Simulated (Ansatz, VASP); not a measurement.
# One calculation of Ta2N, two programs

The input INCAR:

```
ALGO     = Normal         # electronic algorithm
EDIFF    = 1E-6           # SCF threshold, eV
ENCUT    = 520            # plane-wave cutoff, eV
GGA      = PE             # functional
ISIF     = 2              # what is computed and relaxed
ISMEAR   = 0              # smearing method
LASPH    = True           # aspherical terms in the spheres
LCHARG   = False          # write CHGCAR
LREAL    = False          # projectors in reciprocal space
LWAVE    = False          # write WAVECAR
NBANDS   = 20             # bands
NELM     = 100            # most SCF steps
PREC     = Accurate       # precision mode
SIGMA    = 0.15           # smearing width, eV
```

The input KPOINTS:

```
k-points
0
Gamma
  12 12 8
```

Contents of POSCAR:

```
Ta2N
1.0
    3.1011400502      0.0000000000      0.0000000000
   -1.5505700251      2.6856660642      0.0000000000
    0.0000000000      0.0000000000      4.8818899939
Ta N
2 1
Direct
    0.6666666667      0.3333333333      0.7449050265
    0.3333333333      0.6666666667      0.2550949735
    0.0000000000      0.0000000000      0.0000000000
```

Input for Ansatz:

```yaml
crystal:
  lattice:
    - [3.1011400502, 0.0, 0.0]
    - [-1.5505700251, 2.6856660642, 0.0]
    - [0.0, 0.0, 4.8818899939]
  atoms:
    - { symbol: Ta, position: [0.6666666667, 0.3333333333, 0.7449050265] }
    - { symbol: Ta, position: [0.3333333333, 0.6666666667, 0.2550949735] }
    - { symbol: "N", position: [0.0, 0.0, 0.0] }
basis:
  ecutwfc: 420
kpoints:
  mp_grid: { grid: [12, 12, 8] }
hamiltonian:
  xc: pbe
scf:
  occupations: { method: gaussian, width: 0.15 }
output:
  forces: true
  stress: true
  eigenvalues: true
  write_density: true
  write_potential: true
  elf: true
  volumetric_format: npy
```

Alike in both runs: task single point; functional PBE; k mesh 12 × 12 × 8; occupations gaussian, width 0.15 eV; no spin polarisation.

|  | VASP | Ansatz |
| --- | --- | --- |
| version | VASP 6.6.1 | Ansatz 0.2.0 |
| potentials or method | VASP PAW PBE potentials, release 64 (Ta_pv, N), cutoff 520 eV | scalar-relativistic, plane waves, PAW |
| valence electrons in the cell | 27 | 31 |

|  | VASP | Ansatz | Ansatz less VASP |
| --- | --- | --- | --- |
| gap on the k mesh at the Fermi level (eV) | none | none | - |
| pressure (GPa) | 0.4 | 0.0 | -0.44 |
| traceless stress, the component that is largest in VASP (GPa) | -0.22 | -0.18 | +0.048 |
| rms of the force components (eV/Å) | 0.020 | 0.042 | +0.0220 |

Atom by atom the forces differ by 0.022 eV/Å (rms over components). A gap of «none» marks a metal or a gap that the smearing closes. With one functional, cell and mesh, what is left measures potentials, basis and numerics. VASP's potentials hold 27 valence electrons a cell and Ansatz's 31, so a difference there can come from the potentials and not from the codes.

Spin-orbit coupling is off throughout.
